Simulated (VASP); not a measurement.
# In (Pm-3m) in VASP: single point with PBEsol+D3(BJ)

Aim: the single point of In with PBEsol+D3(BJ).

Program: VASP 6.6.1. These are calculated values, not measurements. Logs are shortened: lines on timing, memory, paths and dates and some standing lists are left out, and cuts for length are marked.

## 1. The cell of the first run

It takes space group Pm-3m (No. 221, cubic). The conventional cell has a = 4.144 Å, b = 4.144 Å, c = 4.144 Å, α = 90.00°, β = 90.00°, γ = 90.00°. In (site symmetry m-3m) has 6 In at 4.14 Å within 5.4 Å.

## 2. Single point, PBEsol+D3(BJ)

INCAR reads:

```
SYSTEM = In
PREC = Accurate ; ENCUT = 520
EDIFF = 1E-6 ; ISMEAR = 1
SIGMA = 0.1 ; LREAL = .FALSE.
LASPH = .TRUE. ; NELM = 60
ALGO = Normal ; ISIF = 2
LWAVE = .FALSE. ; LCHARG = .TRUE.
GGA = PS ; IVDW = 12
LELF = .TRUE. ; LVHAR = .TRUE.
NBANDS = 12
```

KPOINTS reads:

```
Automatic mesh
0
G
  6 6 6
  0 0 0
```

POSCAR reads:

```
In
1.0
    4.1440000000      0.0000000000      0.0000000000
    0.0000000000      4.1440000000      0.0000000000
    0.0000000000      0.0000000000      4.1440000000
In
1
Direct
    0.0000000000      0.0000000000      0.0000000000
```

Potentials or basis: VASP PAW PBE potentials, release 64 (In_d).

On the command line:

```sh
> cat potpaw_PBE.64/In_d/POTCAR > POTCAR
> mpirun -np 1 vasp_std > vasp.out
```

OUTCAR:

```text
SYSTEM = In
   PREC = Accurate
   ENCUT = 520
   EDIFF = 1E-6
   ISMEAR = 1
   LREAL = .FALSE.
   LASPH = .TRUE.
   NELM = 60
   ISIF = 2
   GGA = PS
   IVDW = 12
 IVDW          = 12

 ion  position               nearest neighbor table
   1  0.000  0.000  0.000-

  LATTYP: Found a simple cubic cell.
 ALAT       =     4.1440000000

  Lattice vectors:

 A1 = (   4.1440000000,   0.0000000000,   0.0000000000)
 A2 = (   0.0000000000,   4.1440000000,   0.0000000000)
 A3 = (   0.0000000000,   0.0000000000,   4.1440000000)

Analysis of symmetry for initial positions (statically):
=====================================================================
 Subroutine PRICEL returns:
 Original cell was already a primitive cell.

 Routine SETGRP: Setting up the symmetry group for a
 simple cubic supercell.

 Subroutine GETGRP returns: Found 48 space group operations
 (whereof 48 operations were pure point group operations)
 out of a pool of 48 trial point group operations.

The static configuration has the point symmetry O_h .

Analysis of symmetry for dynamics (positions and initial velocities):
=====================================================================
 Subroutine PRICEL returns:
 Original cell was already a primitive cell.

 Routine SETGRP: Setting up the symmetry group for a
 simple cubic supercell.

 Subroutine GETGRP returns: Found 48 space group operations
 (whereof 48 operations were pure point group operations)
 out of a pool of 48 trial point group operations.

The dynamic configuration has the point symmetry O_h .

 Subroutine INISYM returns: Found 48 space group operations
 (whereof 48 operations are pure point group operations),
 and found     1 'primitive' translations

----------------------------------------------------------------------------------------

                                     Primitive cell

  volume of cell :      71.1638

  direct lattice vectors                    reciprocal lattice vectors
     4.144000000  0.000000000  0.000000000     0.241312741  0.000000000  0.000000000
     0.000000000  4.144000000  0.000000000     0.000000000  0.241312741  0.000000000
     0.000000000  0.000000000  4.144000000     0.000000000  0.000000000  0.241312741

  length of vectors
     4.144000000  4.144000000  4.144000000     0.241312741  0.241312741  0.241312741

  position of ions in fractional coordinates (direct lattice)
     0.000000000  0.000000000  0.000000000

  ion indices of the primitive-cell ions
   primitive index   ion index
[... 75 lines left out ...]
   ISYM   =      2    0-nonsym 1-usesym 2-fastsym
   POTIM  = 0.5000    time-step for ionic-motion
   TEBEG  =    0.0;   TEEND  =   0.0 temperature during run
   PSTRESS=    0.0 pullay stress
   NELECT =      13.0000    total number of electrons
   NUPDOWN=      -1.0000    fix difference up-down
   EMIN   =  10.00;   EMAX   =-10.00  energy-range for DOS
   EFERMI =   0.00;   METHOD = LEGACY
   ISMEAR =     1;   SIGMA  =   0.10  broadening in eV -4-tet -1-fermi 0-gaus
   EFERMI_NEDOS =   21; number of points for ismear=-14 and -15
   IALGO  =     38    algorithm
   IMIX   =      4    mixing-type and parameters
     AMIX     =   0.40;   BMIX     =  1.00
     AMIX_MAG =   1.60;   BMIX_MAG =  1.00
  volume/ion in A,a.u.               =      71.16       480.24
  Fermi-wavevector in a.u.,A,eV,Ry     =   0.928901  1.755369 11.739889  0.862857
  Thomas-Fermi vector in A             =   2.055127
   LORBIT       =      0    0 simple, 1 ext, 2 COOP (PROOUT), +10 PAW based schemes
   GGA     = PS    functional components
   LHFCALC =     F    Hartree Fock is set to
   AEXX    =    0.0000 exact exchange contribution
   IVDW    =    12    specifies the selected vdW correction
   LEPSILON=     F    determine dielectric tensor
   LRPA    =     F    only Hartree local field effects (RPA)
 non-spin polarized calculation
 Methfessel and Paxton  Order N= 1 SIGMA  =   0.10
  energy-cutoff  :      520.00
  volume of cell :       71.16
 maximum number of plane-waves:      1936
 NGX is ok and might be reduce to    32
   NGX = 15   NGY = 15   NGZ = 15

 number of electron      12.9999989 magnetization

 Free energy of the ion-electron system (eV)
  ---------------------------------------------------
  ext. energy  EPLUGINS =         0.00000000
  ---------------------------------------------------
  free energy    TOTEN  =        -1.64984059 eV

  energy without entropy =       -1.64848187  energy(sigma->0) =       -1.64938769

 E-fermi :   0.6442     XC(G=0):  -6.3872

 val. band max:        0.5348828302   @ k =   0.5000   0.5000   0.0000
 cond. band min:       0.6630653835   @ k =   0.3333   0.1667   0.1667
 fundamental gap:      0.1281825533
 Fermi energy:         0.6441569071

 k-point     1 :       0.0000    0.0000    0.0000
  band No.  band energies     occupation
      1     -14.3432      2.00000
      2     -14.3432      2.00000
      3     -14.2952      2.00000
      4     -14.2952      2.00000
      5     -14.2952      2.00000
      6      -5.2813      2.00000
      7       3.8354      0.00000
      8       3.8354      0.00000
      9       3.8354      0.00000
     10       5.4589      0.00000
     11       6.8477      0.00000
     12       6.8477      0.00000
[... 271 lines left out ...]
 k-point    20 :       0.5000    0.5000    0.5000
  band No.  band energies     occupation
      1     -14.3197      2.00000
      2     -14.3197      2.00000
      3     -14.3197      2.00000
      4     -14.2769      2.00000
      5     -14.2769      2.00000
      6      -2.5448      2.00000
      7       1.4786     -0.00000
      8       1.4786     -0.00000
      9       1.4786     -0.00000
     10       5.4934      0.00000
     11       5.4934      0.00000
     12       5.4934      0.00000

------------------------ aborting loop because EDIFF is reached ----------------------------------------

 Edisp (eV)   -0.30732

 E8    (eV) :    -0.2230

  FORCE on cell =-STRESS in cart. coord.  units (eV):
  Direction    XX          YY          ZZ          XY          YZ          ZX
  --------------------------------------------------------------------------------------
  -------------------------------------------------------------------------------------
  Total      -1.75592    -1.75592    -1.75592     0.00000     0.00000    -0.00000
  in kB     -39.53268   -39.53268   -39.53268     0.00000     0.00000    -0.00000
  external pressure =      -39.53 kB  Pullay stress =        0.00 kB

 VOLUME and BASIS-vectors are now :
 -----------------------------------------------------------------------------
  energy-cutoff  :      520.00
  volume of cell :       71.16
      direct lattice vectors                 reciprocal lattice vectors
     4.144000000  0.000000000  0.000000000     0.241312741  0.000000000  0.000000000
     0.000000000  4.144000000  0.000000000     0.000000000  0.241312741  0.000000000
     0.000000000  0.000000000  4.144000000     0.000000000  0.000000000  0.241312741

 POSITION                                       TOTAL-FORCE (eV/Angst)
 -----------------------------------------------------------------------------------
      0.00000      0.00000      0.00000         0.000000      0.000000      0.000000
 -----------------------------------------------------------------------------------
    total drift:                                0.000000      0.000000      0.000000

  FREE ENERGIE OF THE ION-ELECTRON SYSTEM (eV)
  ---------------------------------------------------
  free  energy   TOTEN  =        -1.9571626883 eV

  energy  without entropy=       -1.9558039662  energy(sigma->0) =       -1.95670978
```

It took 26 s on 1 thread of AMD EPYC 7R13, shared host; peak memory 0.15 GiB.

Results:

* Free energy: -1.9572 eV
* Pressure: -4.0 GPa
* Dispersion energy per atom: -0.307 eV

Levels at points of the mesh, in eV from the Fermi level:
```csv
k point,band 4,band 5,band 6,band 7,band 8,band 9
"(0.00, 0.00, 0.00)",-14.94,-14.94,-5.93,3.19,3.19,3.19
"(0.50, 0.00, 0.00)",-14.95,-14.94,-4.98,-1.17,4.01,4.01
"(0.50, 0.50, 0.00)",-14.95,-14.92,-4.07,-0.11,-0.11,3.23
"(0.50, 0.50, 0.50)",-14.92,-14.92,-3.19,0.83,0.83,0.83
```

Caveat: the PAW data sets were made with another functional, which shifts forces and pressure a little; spin-orbit coupling is left out, which moves the levels of the heavy elements; pairwise dispersion overbinds metals, which lowers pressure and volume.
